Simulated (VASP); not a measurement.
# BaO (Fm-3m) in VASP: a series of runs

BaO is run at these levels: HSE06, r2SCAN, PBE0; tasks: electrostatic potential.

Everything below comes from runs of VASP 6.6.1. Logs are shortened: lines on timing, memory, paths and dates and some standing lists are left out, and cuts for length are marked.

## (1) The cell of the first run

It takes space group Fm-3m (No. 225, cubic). Conventional cell: a = 5.613 Å, b = 5.613 Å, c = 5.613 Å, α = 90.00°, β = 90.00°, γ = 90.00°. Within 3.7 Å of Ba (site symmetry m-3m) lie 6 O at 2.81 Å. Within 3.7 Å of O (site symmetry m-3m) lie 6 Ba at 2.81 Å.

## (2) Electrostatic potential, HSE06

The input, POSCAR:

```
BaO                                     
1.0
    0.0000000000      2.8066082545      2.8066082545
    2.8066082545     -0.0000000000      2.8066082545
    2.8066082545      2.8066082545     -0.0000000000
  Ba              O             
     1     1
Direct
     0.0000000000000000    0.0000000000000000    0.0000000000000000
     0.5000000000000000    0.5000000000000000    0.5000000000000000
```

The input, INCAR.step1:

```
PREC = Accurate
ENCUT = 520
EDIFF = 1E-5
ISMEAR = 0
SIGMA = 0.02
LREAL = False
LASPH = True
NELM = 60
ALGO = Normal
ISIF = 2
LWAVE = True
GGA = PE
KPAR = 4
```

The input, INCAR.step2:

```
PREC = Accurate
ENCUT = 520
EDIFF = 1E-7
ISMEAR = 0
SIGMA = 0.02
LREAL = False
LASPH = True
NELM = 60
ALGO = Normal
ISIF = 2
LWAVE = False
LCHARG = True
GGA = PE
LHFCALC = True
HFSCREEN = 0.2
PRECFOCK = Fast
LVHAR = True
ISTART = 1
KPAR = 4
```

The input, KPOINTS:

```
Automatic mesh
0
Gamma
  6 6 6
```

Potentials or basis: VASP PAW PBE potentials, release 64 (Ba_sv, O).

On the command line:

```console
cat potpaw_PBE.64/Ba_sv/POTCAR potpaw_PBE.64/O/POTCAR > POTCAR
cp INCAR.step1 INCAR
mpirun -np 4 vasp_std > vasp.out
cp INCAR.step2 INCAR
mpirun -np 4 vasp_std > vasp.out
```

OUTCAR:

```text
PREC = Accurate
   ENCUT = 520
   EDIFF = 1E-7
   ISMEAR = 0
   LREAL = False
   LASPH = True
   NELM = 60
   ISIF = 2
   GGA = PE
   LHFCALC = True
   HFSCREEN = 0.2
   PRECFOCK = Fast
   ISTART = 1

 ion  position               nearest neighbor table
   1  0.000  0.000  0.000-   2 2.81   2 2.81   2 2.81   2 2.81   2 2.81   2 2.81
   2  0.500  0.500  0.500-   1 2.81   1 2.81   1 2.81   1 2.81   1 2.81   1 2.81

  LATTYP: Found a face centered cubic cell.
 ALAT       =     5.6132165090

  Lattice vectors:

 A1 = (   0.0000000000,   2.8066082545,   2.8066082545)
 A2 = (   2.8066082545,   0.0000000000,   2.8066082545)
 A3 = (   2.8066082545,   2.8066082545,   0.0000000000)

Analysis of symmetry for initial positions (statically):
=====================================================================
 Subroutine PRICEL returns:
 Original cell was already a primitive cell.

 Routine SETGRP: Setting up the symmetry group for a
 face centered cubic supercell.

 Subroutine GETGRP returns: Found 48 space group operations
 (whereof 48 operations were pure point group operations)
 out of a pool of 48 trial point group operations.

The static configuration has the point symmetry O_h .

Analysis of symmetry for dynamics (positions and initial velocities):
=====================================================================
 Subroutine PRICEL returns:
 Original cell was already a primitive cell.

 Routine SETGRP: Setting up the symmetry group for a
 face centered cubic supercell.

 Subroutine GETGRP returns: Found 48 space group operations
 (whereof 48 operations were pure point group operations)
 out of a pool of 48 trial point group operations.

The dynamic configuration has the point symmetry O_h .

 Subroutine INISYM returns: Found 48 space group operations
 (whereof 48 operations are pure point group operations),
 and found     1 'primitive' translations

----------------------------------------------------------------------------------------

                                     Primitive cell

  volume of cell :      44.2156

  direct lattice vectors                    reciprocal lattice vectors
     0.000000000  2.806608254  2.806608254    -0.178150976  0.178150976  0.178150976
     2.806608254  0.000000000  2.806608254     0.178150976 -0.178150976  0.178150976
     2.806608254  2.806608254  0.000000000     0.178150976  0.178150976 -0.178150976

  length of vectors
     3.969143458  3.969143458  3.969143458     0.308566542  0.308566542  0.308566542

  position of ions in fractional coordinates (direct lattice)
     0.000000000  0.000000000  0.000000000
     0.500000000  0.500000000  0.500000000

  ion indices of the primitive-cell ions
   primitive index   ion index
                 1           1
                 2           2

----------------------------------------------------------------------------------------

 KPOINTS: Automatic mesh

Automatic generation of k-mesh.
 Grid dimensions read from file:
 generate k-points for:    6    6    6

 Generating k-lattice:

  Cartesian coordinates                     Fractional coordinates (reciprocal lattice)
    -0.029691829  0.029691829  0.029691829     0.166666667  0.000000000  0.000000000
     0.029691829 -0.029691829  0.029691829     0.000000000  0.166666667  0.000000000
     0.029691829  0.029691829 -0.029691829     0.000000000  0.000000000  0.166666667

  Length of vectors
     0.051427757  0.051427757  0.051427757

  Shift w.r.t. Gamma in fractional coordinates (k-lattice)
     0.000000000  0.000000000  0.000000000

 Subroutine IBZKPT returns following result:
 ===========================================

 Found     16 irreducible k-points:

 Following reciprocal coordinates:
            Coordinates               Weight
  0.000000  0.000000  0.000000      1.000000
  0.166667  0.000000  0.000000      8.000000
  0.333333  0.000000  0.000000      8.000000
  0.500000  0.000000  0.000000      4.000000
  0.166667  0.166667  0.000000      6.000000
  0.333333  0.166667  0.000000     24.000000
[... 8 lines left out ...]
 -0.333333  0.333333  0.166667     24.000000
 -0.333333  0.500000  0.166667     12.000000
   k-points           NKPTS =     16   k-points in BZ     NKDIM =    216   number of bands    NBANDS=     12
   number of dos      NEDOS =    301   number of ions     NIONS =      2
   total plane-waves  NPLWV =  27000
   dimension x,y,z NGX =    30 NGY =   30 NGZ =   30
   dimension x,y,z NGXF=    60 NGYF=   60 NGZF=   60
   ions per type =               1   1
   NGX,Y,Z   is equivalent  to a cutoff of  12.57, 12.57, 12.57 a.u.
   NGXF,Y,Z  is equivalent  to a cutoff of  25.13, 25.13, 25.13 a.u.
 SYSTEM =  unknown system
   PREC   = accura    normal or accurate (medium, high low for compatibility)
   ISTART =      1    job   : 0-new  1-cont  2-samecut
   ICHARG =      0    charge: 1-file 2-atom 10-const
   ISPIN  =      1    spin polarized calculation?
   LNONCOLLINEAR =      F non collinear calculations
   LSORBIT =      F    spin-orbit coupling
   LASPH  =      T    aspherical Exc in radial PAW
   ENCUT  =  520.0 eV  38.22 Ry    6.18 a.u.   7.38  7.38  7.38*2*pi/ulx,y,z
   NELM   =     60;   NELMIN=  2; NELMDL=  0     # of ELM steps
   EDIFF  = 0.1E-06   stopping-criterion for ELM
   LREAL  =      F    real-space projection
   EDIFFG = 0.1E-05   stopping-criterion for IOM
   NSW    =      0    number of steps for IOM
   IBRION =     -1    ionic relax: 0-MD 1-quasi-New 2-CG
   NFREE  =      0    steps in history (QN), initial steepest desc. (CG)
   ISIF   =      2    stress and relaxation
   ISYM   =      3    0-nonsym 1-usesym 2-fastsym
   POTIM  = 0.5000    time-step for ionic-motion
   TEBEG  =    0.0;   TEEND  =   0.0 temperature during run
   PSTRESS=    0.0 pullay stress
   NELECT =      16.0000    total number of electrons
   NUPDOWN=      -1.0000    fix difference up-down
   EMIN   =  10.00;   EMAX   =-10.00  energy-range for DOS
   EFERMI =   0.00;   METHOD = LEGACY
   ISMEAR =     0;   SIGMA  =   0.02  broadening in eV -4-tet -1-fermi 0-gaus
   EFERMI_NEDOS =   21; number of points for ismear=-14 and -15
   IALGO  =     38    algorithm
   IMIX   =      1    mixing-type and parameters
     AMIX     =   0.40;   BMIX     =  1.00
     AMIX_MAG =   1.60;   BMIX_MAG =  1.00
  volume/ion in A,a.u.               =      22.11       149.19
  Fermi-wavevector in a.u.,A,eV,Ry     =   1.166603  2.204560 18.517015  1.360962
  Thomas-Fermi vector in A             =   2.303114
   LORBIT       =      0    0 simple, 1 ext, 2 COOP (PROOUT), +10 PAW based schemes
   GGA     = PE    functional components
   LHFCALC =     T    Hartree Fock is set to
   PRECFOCK=fast      Normal, Fast or Accurate (Low or Medium for compatibility)
   ENCUT4O =  -1.0   cutoff for four orbital integrals eV
   NKREDX  =     1    reduce k-point grid by
   NKREDY  =     1    reduce k-point grid by
   NKREDZ  =     1    reduce k-point grid by
   AEXX    =    0.2500 exact exchange contribution
   HFSCREEN=    0.2000 screening length (either q_TF or 0.3 A-1)
   HFSCREENC=   0.2000 screening length for correlation (either q_TF or 0.3 A-1)
   ENCUTFOCK=  -1.0 apply spherical cutoff to Coloumb kernel
   IVDW    =     0    specifies the selected vdW correction
   LEPSILON=     F    determine dielectric tensor
   LRPA    =     F    only Hartree local field effects (RPA)
 non-spin polarized calculation
 Gauss-broadening in eV      SIGMA  =   0.02
  energy-cutoff  :      520.00
  volume of cell :       44.22
 maximum number of plane-waves:      1243
 NGX is ok and might be reduce to    30
  NGX = 18; NGY = 18; NGZ = 18

 number of electron      16.0000003 magnetization

 Free energy of the ion-electron system (eV)
  ---------------------------------------------------
  ext. energy  EPLUGINS =         0.00000000
  ---------------------------------------------------
  free energy    TOTEN  =       -13.87966693 eV

  energy without entropy =      -13.87966693  energy(sigma->0) =      -13.87966693

 E-fermi :   0.7980     XC(G=0):  -7.7957

 val. band max:        0.6452606022   @ k =   0.5000   0.5000   0.0000
 cond. band min:       4.0423102474   @ k =   0.5000   0.5000   0.0000
 fundamental gap:      3.3970496452
 Fermi energy:         0.7979930203

 k-point     1 :       0.0000    0.0000    0.0000
  band No.  band energies     occupation
      1     -26.7703      2.00000
      2     -15.7489      2.00000
      3     -10.2608      2.00000
      4     -10.2608      2.00000
      5     -10.2608      2.00000
      6       0.3630      2.00000
      7       0.3630      2.00000
      8       0.3630      2.00000
      9       5.3628      0.00000
     10       6.7905      0.00000
     11       6.7905      0.00000
     12       6.7905      0.00000

 k-point     2 :       0.1667    0.0000    0.0000
  band No.  band energies     occupation
      1     -26.7116      2.00000
      2     -15.8995      2.00000
      3     -10.3304      2.00000
      4     -10.2877      2.00000
      5     -10.2877      2.00000
      6      -0.1551      2.00000
      7       0.0433      2.00000
      8       0.0433      2.00000
      9       6.3501      0.00000
     10       6.6933      0.00000
     11       7.2988      0.00000
     12       7.2988      0.00000

 k-point     3 :       0.3333    0.0000    0.0000
  band No.  band energies     occupation
      1     -26.5904      2.00000
      2     -16.2046      2.00000
      3     -10.4590      2.00000
      4     -10.3399      2.00000
      5     -10.3399      2.00000
      6      -0.9457      2.00000
      7      -0.5099      2.00000
      8      -0.5099      2.00000
      9       6.6770      0.00000
     10       8.5263      0.00000
     11       8.5263      0.00000
     12       8.7561      0.00000
[... 166 lines left out ...]
 k-point    15 :      -0.3333    0.3333    0.1667
  band No.  band energies     occupation
      1     -26.4769      2.00000
      2     -16.1440      2.00000
      3     -11.0753      2.00000
      4     -11.0671      2.00000
      5     -10.3606      2.00000
      6      -0.7221      2.00000
      7       0.1147      2.00000
      8       0.1484      2.00000
      9       6.8045      0.00000
     10       7.0525      0.00000
     11       9.3663      0.00000
     12      10.6754      0.00000

 k-point    16 :      -0.3333    0.5000    0.1667
  band No.  band energies     occupation
      1     -26.4610      2.00000
      2     -16.0252      2.00000
      3     -11.4827      2.00000
      4     -11.0526      2.00000
      5     -10.4650      2.00000
      6      -0.3598      2.00000
      7       0.4498      2.00000
      8       0.5380      2.00000
      9       5.3263      0.00000
     10       8.2611      0.00000
     11       8.6829      0.00000
     12      11.6658      0.00000

------------------------ aborting loop because EDIFF is reached ----------------------------------------

  FORCE on cell =-STRESS in cart. coord.  units (eV):
  Direction    XX          YY          ZZ          XY          YZ          ZX
  --------------------------------------------------------------------------------------
  -------------------------------------------------------------------------------------
  Total       -0.4528830     -0.4528830     -0.4528830      0.0000000     -0.0000000      0.0000000
  in kB      -16.4104778    -16.4104778    -16.4104778      0.0000000     -0.0000000      0.0000000
  external PRESSURE =     -16.4104778 kB  Pullay stress =       0.0000000 kB

 VOLUME and BASIS-vectors are now :
 -----------------------------------------------------------------------------
  energy-cutoff  :      520.00
  volume of cell :       44.22
      direct lattice vectors                 reciprocal lattice vectors
     0.000000000  2.806608254  2.806608254    -0.178150976  0.178150976  0.178150976
     2.806608254  0.000000000  2.806608254     0.178150976 -0.178150976  0.178150976
     2.806608254  2.806608254  0.000000000     0.178150976  0.178150976 -0.178150976

 POSITION                                       TOTAL-FORCE (eV/Angst)
 -----------------------------------------------------------------------------------
      0.00000      0.00000      0.00000         0.000000     -0.000000      0.000000
      2.80661      2.80661      2.80661        -0.000000      0.000000     -0.000000
 -----------------------------------------------------------------------------------
    total drift:                               -0.000000     -0.000000     -0.000000

  FREE ENERGIE OF THE ION-ELECTRON SYSTEM (eV)
  ---------------------------------------------------
  free  energy   TOTEN  =       -13.8796669312 eV

  energy  without entropy=      -13.8796669312  energy(sigma->0) =      -13.87966693
```

Run time: 3.3 min. Hardware: 4 MPI ranks of Intel Xeon 6975P-C (Granite Rapids), shared host; peak memory 0.26 GiB.

What came out:

```yaml
Free_energy: -13.8797 eV
Pressure: -1.6 GPa
Band_gap_on_the_k_mesh: 3.40 eV
```

Caveat: the PAW data sets were made with another functional, which shifts forces and pressure a little; spin-orbit coupling is left out, which moves the levels of the heavy elements. A k mesh can miss the band edges.

## (3) Electrostatic potential, r2SCAN

The input, INCAR:

```
PREC = Accurate
ENCUT = 520
EDIFF = 1E-7
ISMEAR = 0
SIGMA = 0.02
LREAL = False
LASPH = True
NELM = 60
ALGO = Normal
ISIF = 2
LWAVE = False
LCHARG = True
METAGGA = R2SCAN
LMIXTAU = True
LVHAR = True
KPAR = 4
```

The input, KPOINTS:

```
Automatic mesh
0
Gamma
  8 8 8
```

POSCAR is that of step 2.

Potentials or basis: VASP PAW PBE potentials, release 64 (Ba_sv, O).

On the command line:

```console
cat potpaw_PBE.64/Ba_sv/POTCAR potpaw_PBE.64/O/POTCAR > POTCAR
mpirun -np 4 vasp_std > vasp.out
```

Wall time 18 s (4 MPI ranks of Intel Xeon 6975P-C (Granite Rapids), shared host); peak memory 0.17 GiB.

It converged, with:

```yaml
Free_energy: -37.8257 eV
Pressure: -1.2 GPa
Band_gap_on_the_k_mesh: 2.44 eV
```

Levels at points of the mesh, in eV from the valence-band top:
| k point | band 5 | band 6 | band 7 | band 8 | band 9 | band 10 | band 11 | band 12 |
| --- | --- | --- | --- | --- | --- | --- | --- | --- |
| (0.00, 0.00, 0.00) | -10.83 | -0.27 | -0.27 | -0.27 | 3.95 | 5.14 | 5.14 | 5.14 |
| (0.50, 0.00, 0.00) | -10.94 | -1.82 | -1.32 | -1.32 | 5.28 | 7.54 | 7.54 | 8.47 |
| (0.50, 0.50, 0.00) | -11.35 | -0.11 | -0.11 | 0.00 | 2.44 | 6.41 | 9.37 | 9.71 |

Caveat: the PAW data sets were made with another functional, which shifts forces and pressure a little; spin-orbit coupling is left out, which moves the levels of the heavy elements. A k mesh can miss the band edges.

## (4) Electrostatic potential, PBE0

POSCAR is that of step 3.

INCAR.step1 is that of step 2.

Changes to INCAR.step2 since step 2:

```diff
@@ -14,3 +14,3 @@
 LHFCALC = True
-HFSCREEN = 0.2
+AEXX = 0.25
 PRECFOCK = Fast
```

The input, KPOINTS:

```
Automatic mesh
0
Gamma
  6 6 6
```

On the command line:

```console
cat potpaw_PBE.64/Ba_sv/POTCAR potpaw_PBE.64/O/POTCAR > POTCAR
cp INCAR.step1 INCAR
mpirun -np 4 vasp_std > vasp.out
cp INCAR.step2 INCAR
mpirun -np 4 vasp_std > vasp.out
```

Run time: 2.7 min. Hardware: 4 MPI ranks of Intel Xeon 6975P-C (Granite Rapids), shared host; peak memory 0.18 GiB.

It converged, with:

```yaml
Free_energy: -14.4516 eV
Pressure: -1.7 GPa
Band_gap_on_the_k_mesh: 4.11 eV
```

Levels at points of the mesh, in eV from the valence-band top:
```
           k point  band 4  band 5  band 6  band 7  band 8  band 9  band 10  band 11  band 12
(0.00, 0.00, 0.00)  -10.90  -10.90   -0.28   -0.28   -0.28    5.41     6.88     6.88     6.88
(0.50, 0.00, 0.00)  -11.01  -11.01   -1.95   -1.42   -1.42    7.08     9.41     9.41    10.09
(0.50, 0.50, 0.00)  -11.47  -11.47   -0.11   -0.11    0.00    4.11     8.07    11.11    11.45
```

Caveat: the PAW data sets were made with another functional, which shifts forces and pressure a little; spin-orbit coupling is left out, which moves the levels of the heavy elements.

## (5) Overview

| level | k mesh | grid for exact exchange (PRECFOCK) | share of exact exchange | screening parameter | gap on the mesh (eV) | pressure (GPa) |
| --- | --- | --- | --- | --- | --- | --- |
| HSE06 | 6 × 6 × 6 | Fast | 0.25 | 0.2 1/Å | 3.40 | -1.6 |
| r2SCAN | 8 × 8 × 8 | - | - | - | 2.44 | -1.2 |
| PBE0 | 6 × 6 × 6 | Fast | 0.25 | - | 4.11 | -1.7 |

Alike in all rows: task electrostatic potential; potentials or basis VASP PAW PBE potentials, release 64 (Ba_sv, O); no spin polarisation; cell as given; cutoff (eV) 520; smearing gaussian 0.02 eV.

On the cell as given the gap runs from 2.44 eV (r2SCAN) to 4.11 eV (PBE0); the meshes differ, which moves gaps too. The pressure there spans -1.7 GPa (PBE0) to -1.2 GPa (r2SCAN); a positive pressure means that this level wants a larger cell, a negative one a smaller.

Caveats: the PAW data sets were made with another functional, which shifts forces and pressure a little; spin-orbit coupling is left out, which moves the levels of the heavy elements.

Absolute energies hang on the potentials; compare differences alone.
